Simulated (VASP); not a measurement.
# Cd (P6_3/mmc) in VASP: further runs

The runs below take Cd through single point, relaxation of cell and atoms, with PBE.

All numbers are computed with VASP 6.6.1; they aren't measurements. Logs are shortened: lines on timing, memory, paths and dates and some standing lists are left out, and cuts for length are marked.

## 1. The cell of the first run

It takes space group P6_3/mmc (No. 194, hexagonal). Conventional cell: a = 2.969 Å, b = 2.969 Å, c = 6.154 Å, α = 90.00°, β = 90.00°, γ = 120.00°. Cd (site symmetry -6m2) has 12 Cd at 2.97 to 3.52 Å within 3.9 Å.

## 2. Single point, PBE

INCAR

```
  PREC = Accurate
  ENCUT = 520
  EDIFF = 1E-6
  ISMEAR = 0
  SIGMA = 0.1
  LREAL = False
  LASPH = True
  NELM = 60
  ALGO = Normal
  ISIF = 2
  LWAVE = False
  LCHARG = False
  GGA = PE
  NBANDS = 19
```

KPOINTS

```
regular mesh
0
Gamma
  9 9 4
```

POSCAR

```
Cd
1.0
    2.9693476097      0.0000000000      0.0000000000
   -1.4846738049      2.5715304627      0.0000000000
    0.0000000000      0.0000000000      6.1541868607
Cd
2
Direct
    0.3333333333      0.6666666667      0.2500000000
    0.6666666667      0.3333333333      0.7500000000
```

Potentials or basis: VASP PAW PBE potentials, release 64 (Cd).

Launch:

```bash
$ cat potpaw_PBE.64/Cd/POTCAR > POTCAR
$ mpirun -np 1 vasp_std > vasp.out
```

OUTCAR:

```text
PREC = Accurate
   ENCUT = 520
   EDIFF = 1E-6
   ISMEAR = 0
   LREAL = False
   LASPH = True
   NELM = 60
   ISIF = 2
   GGA = PE

 ion  position               nearest neighbor table
   1  0.333  0.667  0.250-   2 3.52   2 3.52   2 3.52   2 3.52   2 3.52   2 3.52
   2  0.667  0.333  0.750-   1 3.52   1 3.52   1 3.52   1 3.52   1 3.52   1 3.52

  LATTYP: Found a hexagonal cell.
 ALAT       =     2.9693476097
 C/A-ratio  =     2.0725720494

  Lattice vectors:

 A1 = (   2.9693476097,   0.0000000000,   0.0000000000)
 A2 = (  -1.4846738049,   2.5715304627,   0.0000000000)
 A3 = (   0.0000000000,   0.0000000000,   6.1541868607)

Analysis of symmetry for initial positions (statically):
=====================================================================
 Subroutine PRICEL returns:
 Original cell was already a primitive cell.

 Routine SETGRP: Setting up the symmetry group for a
 hexagonal supercell.

 Subroutine GETGRP returns: Found 24 space group operations
 (whereof 12 operations were pure point group operations)
 out of a pool of 24 trial point group operations.

The static configuration has the point symmetry D_3d.
 The point group associated with its full space group is D_6h.

Analysis of symmetry for dynamics (positions and initial velocities):
=====================================================================
 Subroutine PRICEL returns:
 Original cell was already a primitive cell.

 Routine SETGRP: Setting up the symmetry group for a
 hexagonal supercell.

 Subroutine GETGRP returns: Found 24 space group operations
 (whereof 12 operations were pure point group operations)
 out of a pool of 24 trial point group operations.

The dynamic configuration has the point symmetry D_3d.
 The point group associated with its full space group is D_6h.

 Subroutine INISYM returns: Found 24 space group operations
 (whereof 12 operations are pure point group operations),
 and found     1 'primitive' translations

----------------------------------------------------------------------------------------

                                     Primitive cell

  volume of cell :      46.9919

  direct lattice vectors                    reciprocal lattice vectors
     2.969347610  0.000000000  0.000000000     0.336774313  0.194436740  0.000000000
    -1.484673805  2.571530463  0.000000000     0.000000000  0.388873480  0.000000000
     0.000000000  0.000000000  6.154186861     0.000000000  0.000000000  0.162491004
[... 76 lines left out ...]
   ISTART =      0    job   : 0-new  1-cont  2-samecut
   ICHARG =      2    charge: 1-file 2-atom 10-const
   ISPIN  =      1    spin polarized calculation?
   LNONCOLLINEAR =      F non collinear calculations
   LSORBIT =      F    spin-orbit coupling
   LASPH  =      T    aspherical Exc in radial PAW
   ENCUT  =  520.0 eV  38.22 Ry    6.18 a.u.   5.52  5.52 11.44*2*pi/ulx,y,z
   NELM   =     60;   NELMIN=  2; NELMDL= -5     # of ELM steps
   EDIFF  = 0.1E-05   stopping-criterion for ELM
   LREAL  =      F    real-space projection
   EDIFFG = 0.1E-04   stopping-criterion for IOM
   NSW    =      0    number of steps for IOM
   IBRION =     -1    ionic relax: 0-MD 1-quasi-New 2-CG
   NFREE  =      0    steps in history (QN), initial steepest desc. (CG)
   ISIF   =      2    stress and relaxation
   ISYM   =      2    0-nonsym 1-usesym 2-fastsym
   POTIM  = 0.5000    time-step for ionic-motion
   TEBEG  =    0.0;   TEEND  =   0.0 temperature during run
   PSTRESS=    0.0 pullay stress
   NELECT =      24.0000    total number of electrons
   NUPDOWN=      -1.0000    fix difference up-down
   EMIN   =  10.00;   EMAX   =-10.00  energy-range for DOS
   EFERMI =   0.00;   METHOD = LEGACY
   ISMEAR =     0;   SIGMA  =   0.10  broadening in eV -4-tet -1-fermi 0-gaus
   EFERMI_NEDOS =   21; number of points for ismear=-14 and -15
   IALGO  =     38    algorithm
   IMIX   =      4    mixing-type and parameters
     AMIX     =   0.40;   BMIX     =  1.00
     AMIX_MAG =   1.60;   BMIX_MAG =  1.00
  volume/ion in A,a.u.               =      23.50       158.56
  Fermi-wavevector in a.u.,A,eV,Ry     =   1.308592  2.472879 23.298778  1.712412
  Thomas-Fermi vector in A             =   2.439248
   LORBIT       =      0    0 simple, 1 ext, 2 COOP (PROOUT), +10 PAW based schemes
   GGA     = PE    functional components
   LHFCALC =     F    Hartree Fock is set to
   AEXX    =    0.0000 exact exchange contribution
   IVDW    =     0    specifies the selected vdW correction
   LEPSILON=     F    determine dielectric tensor
   LRPA    =     F    only Hartree local field effects (RPA)
 non-spin polarized calculation
 Gauss-broadening in eV      SIGMA  =   0.10
  energy-cutoff  :      520.00
  volume of cell :       46.99
 maximum number of plane-waves:      1306
 NGX is ok and might be reduce to    24
   NGX = 11   NGY = 11   NGZ = 23

 number of electron      23.9999993 magnetization

 Free energy of the ion-electron system (eV)
  ---------------------------------------------------
  ext. energy  EPLUGINS =         0.00000000
  ---------------------------------------------------
  free energy    TOTEN  =        -1.49482139 eV

  energy without entropy =       -1.49128195  energy(sigma->0) =       -1.49305167

 E-fermi :   2.5916     XC(G=0): -10.5610

 val. band max:        2.1916563423   @ k =   0.2222   0.1111   0.0000
 cond. band min:       2.6021575848   @ k =   0.1111   0.1111   0.2500
 fundamental gap:      0.4105012425
 Fermi energy:         2.5915793971

 k-point     1 :       0.0000    0.0000    0.0000
  band No.  band energies     occupation
      1      -7.3474      2.00000
      2      -7.2222      2.00000
      3      -6.7693      2.00000
      4      -6.7693      2.00000
      5      -6.7446      2.00000
      6      -6.7446      2.00000
[... 505 lines left out ...]
      6      -6.5835      2.00000
[... 11 lines left out ...]
     18       9.4691      0.00000
     19      10.9757      0.00000

 [... further k-points ...]
[... 5 lines left out ...]
  --------------------------------------------------------------------------------------
  -------------------------------------------------------------------------------------
  Total        0.0981772      0.0981772      0.0427198     -0.0000000      0.0000000      0.0000000
  in kB        3.3473259      3.3473259      1.4565197     -0.0000000      0.0000000      0.0000000
  external PRESSURE =       2.7170572 kB  Pullay stress =       0.0000000 kB

 VOLUME and BASIS-vectors are now :
 -----------------------------------------------------------------------------
  energy-cutoff  :      520.00
  volume of cell :       46.99
      direct lattice vectors                 reciprocal lattice vectors
     2.969347610  0.000000000  0.000000000     0.336774313  0.194436740  0.000000000
    -1.484673805  2.571530463  0.000000000     0.000000000  0.388873480  0.000000000
     0.000000000  0.000000000  6.154186861     0.000000000  0.000000000  0.162491004

 POSITION                                       TOTAL-FORCE (eV/Angst)
 -----------------------------------------------------------------------------------
     -0.00000      1.71435      1.53855         0.000000      0.000000      0.000000
      1.48467      0.85718      4.61564        -0.000000     -0.000000      0.000000
 -----------------------------------------------------------------------------------
    total drift:                                0.000000     -0.000000      0.000000

  FREE ENERGIE OF THE ION-ELECTRON SYSTEM (eV)
  ---------------------------------------------------
  free  energy   TOTEN  =        -1.4948213913 eV

  energy  without entropy=       -1.4912819502  energy(sigma->0) =       -1.49305167
```

OSZICAR:

```text
N       E                     dE             d eps       ncg     rms          rms(c)
DAV:   1     0.174470110317E+03    0.17447E+03   -0.12975E+04  1368   0.125E+03
DAV:   2     0.262153435989E+01   -0.17185E+03   -0.16569E+03  1422   0.329E+02
DAV:   3    -0.157662205688E+01   -0.41982E+01   -0.41906E+01  1550   0.584E+01
DAV:   4    -0.158436145830E+01   -0.77394E-02   -0.77390E-02  1508   0.240E+00
DAV:   5    -0.158438765722E+01   -0.26199E-04   -0.26199E-04  1535   0.131E-01    0.384E+00
DAV:   6    -0.149693319049E+01    0.87454E-01   -0.22833E-01  1490   0.552E+00    0.313E+00
DAV:   7    -0.149394515214E+01    0.29880E-02   -0.23645E-02  1484   0.140E+00    0.159E+00
DAV:   8    -0.149472004163E+01   -0.77489E-03   -0.35322E-03  1448   0.684E-01    0.859E-02
DAV:   9    -0.149477511434E+01   -0.55073E-04   -0.36886E-05  1574   0.607E-02    0.379E-02
DAV:  10    -0.149482146805E+01   -0.46354E-04   -0.42462E-05  1464   0.610E-02    0.409E-03
DAV:  11    -0.149482139132E+01    0.76724E-07   -0.39733E-08   897   0.158E-03
   1 F= -.14948214E+01 E0= -.14930517E+01  d E =-.353944E-02
```

Run time: 38 s. Hardware: 1 thread of AMD EPYC 7R13, shared host; peak memory 0.15 GiB.

Results:

```
Free energy            : -1.4948 eV
Pressure               : 0.3 GPa
Band gap on the k mesh : zero (band 12 reaches 3.84 eV, above the bottom of band 13 at -0.51 eV)
```

Stress tensor (GPa, compression positive):
```
0.33 0.00 0.00
0.00 0.33 0.00
0.00 0.00 0.15
```

Levels at points of the mesh, in eV from the Fermi level:
```tsv
k point	band 8	band 9	band 10	band 11	band 12	band 13	band 14	band 15	band 16	band 17
(0.00, 0.00, 0.00)	-8.76	-8.64	-8.64	-8.45	-4.18	-3.10	7.64	11.77	14.72	15.35
(0.00, 0.00, 0.50)	-8.70	-8.70	-8.70	-7.24	-7.24	2.00	2.00	15.00	15.00	16.11
```

(Part 1 of 2 ends here.)
